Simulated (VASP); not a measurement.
Crystal: BN.

```
N B
1.0
     0.00000    3.44808    2.13682
     1.23472    0.00000    2.13682
     1.23472    3.44808    0.00000
N B
1 1
Direct
  0.66665 0.66665 0.33335
  0.00005 0.00005 0.99995
```

This cell differs from its parent crystal: volume scaled by 0.96.

Program: VASP 6.6.1. Alike in all runs: task single point; no spin polarisation; cell as given; k mesh 13 × 13 × 13; cutoff (eV) 520; smearing fermi-dirac 0.05 eV.

Order these runs on this cell by their pressure, lowest first.
A. level PBE; potentials or basis VASP PAW PBE potentials, release 64 (N, B)
B. level PBEsol; potentials or basis VASP PAW PBE potentials, release 64 (N, B)
C. level LDA; potentials or basis VASP PAW LDA potentials, release 64 (N, B)

C (6.1 GPa), B (11.1 GPa), A (13.7 GPa).

Caveats: the PAW data sets were made with another functional, which shifts forces and pressure a little (some runs).
